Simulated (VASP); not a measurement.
Input of a VASP 6.6.1 run:

The input INCAR:

```
PREC = Accurate
ENCUT = 520
EDIFF = 1E-6
ISMEAR = 0
SIGMA = 0.1
LREAL = False
LASPH = True
NELM = 80
ALGO = Normal
ISIF = 2
LWAVE = False
LCHARG = True
GGA = PE
LELF = True
LVHAR = True
NBANDS = 26
```

KPOINTS

```
regular mesh
0
Gamma
  12 12 6
```

Contents of POSCAR:

```
Zr2SiC2
1.0
    3.7900613330      0.0000000000      0.0000000000
   -1.8950306665      3.2822893963      0.0000000000
    0.0000000000      0.0000000000      6.6755185515
Zr Si C
2 1 2
Direct
    0.3333333333      0.6666666667      0.2513881080
    0.6666666667      0.3333333333      0.7486118920
    0.0000000000      0.0000000000      0.5000000000
    0.0000000000      0.0000000000      0.7971166467
    0.0000000000      0.0000000000      0.2028833533
```

Potentials or basis: VASP PAW PBE potentials, release 64 (Zr_sv, Si, C).

Command:

```sh
$ cat potpaw_PBE.64/Zr_sv/POTCAR potpaw_PBE.64/Si/POTCAR potpaw_PBE.64/C/POTCAR > POTCAR
$ mpirun -np 1 vasp_std > vasp.out
```

**Question.** Estimate the pressure.

**Answer.** 0.2 GPa.

**Question.** Predict the largest force.

**Answer.** 0.015 eV/Å.

**Question.** What does it give for the band gap on the k mesh?

**Answer.** Zero (bands 18 and 19 overlap by 1.26 eV).

Stress tensor (GPa, compression positive):
```
0.19 0.00 0.00
0.00 0.19 0.00
0.00 0.00 0.09
```
